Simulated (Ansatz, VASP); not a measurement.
**HfO2 in VASP and in Ansatz**

POSCAR

```
HfO2
1.0
    0.0000000000      2.5291823181      2.5291823181
    2.5291823181      0.0000000000      2.5291823181
    2.5291823181      2.5291823181      0.0000000000
Hf O
1 2
Direct
    0.0000000000      0.0000000000      0.0000000000
    0.2500000000      0.2500000000      0.2500000000
    0.7500000000      0.7500000000      0.7500000000
```

Contents of INCAR.step1:

```
PREC     = Accurate       # precision mode
ENCUT    = 660            # plane-wave cutoff, eV
ISMEAR   = 1              # smearing method
SIGMA    = 0.2            # smearing width, eV
LREAL    = F              # projectors in reciprocal space
LASPH    = T              # aspherical terms in the spheres
NELM     = 120            # most SCF steps
NBANDS   = 18             # bands
GGA      = PE             # functional
ALGO     = Normal         # electronic algorithm
EDIFF    = 1E-5           # SCF threshold, eV
LWAVE    = T              # write WAVECAR
LCHARG   = F              # write CHGCAR
GGA_COMPAT= F
```

The input INCAR.step2:

```
PREC     = Accurate       # precision mode
ENCUT    = 660            # plane-wave cutoff, eV
EDIFF    = 1E-6           # SCF threshold, eV
ISMEAR   = 1              # smearing method
SIGMA    = 0.2            # smearing width, eV
LREAL    = F              # projectors in reciprocal space
LASPH    = T              # aspherical terms in the spheres
NELM     = 120            # most SCF steps
ALGO     = Normal         # electronic algorithm
ISIF     = 2              # what is computed and relaxed
LWAVE    = F              # write WAVECAR
LCHARG   = T              # write CHGCAR
METAGGA  = R2SCAN         # meta-GGA
LMIXTAU  = T            
LELF     = T              # ELF
LVHAR    = T            
NBANDS   = 18             # bands
ISTART   = 1            
GGA_COMPAT= F
```

The input KPOINTS:

```
Automatic mesh
0
Gamma
  6 6 6
```

Input for Ansatz:

```yaml
crystal:
  lattice:
    - [0.0, 2.5291823181, 2.5291823181]
    - [2.5291823181, 0.0, 2.5291823181]
    - [2.5291823181, 2.5291823181, 0.0]
  atoms:
    - { symbol: Hf, position: [0.0, 0.0, 0.0] }
    - { symbol: O, position: [0.25, 0.25, 0.25] }
    - { symbol: O, position: [0.75, 0.75, 0.75] }
kpoints:
  mp_grid: { grid: [6, 6, 6] }
hamiltonian:
  xc: r2scan
scf:
  occupations: { method: methfessel_paxton, width: 0.2 }
  n_extra_bands: 4
output:
  forces: true
  stress: true
  eigenvalues: true
```

Alike in both runs: task single point; functional r2SCAN; k mesh 6 × 6 × 6; occupations methfessel-paxton of order 1, width 0.2 eV; no spin polarisation.

|  | VASP | Ansatz |
| --- | --- | --- |
| version | VASP 6.6.1 | Ansatz 0.2.0 |
| potentials or method | VASP PAW PBE potentials, release 64 (Hf_pv, O) | plane waves |
| plane-wave cutoff (eV) | 660 | 500 |
| valence electrons in the cell | 22 | 38 |

```csv
,VASP,Ansatz,Ansatz less VASP
gap on the k mesh at the Fermi level (eV),4.32,4.30,-0.015
pressure (GPa),-4.3,0.0,+4.31
```

VASP's potentials were made for PBE, not for r2SCAN. One of these differences is far larger than is usual between the two programs; its cause wasn't traced. VASP's potentials hold 22 valence electrons a cell and Ansatz's 38, so a difference there can come from the potentials and not from the codes.

Spin-orbit coupling is off throughout.
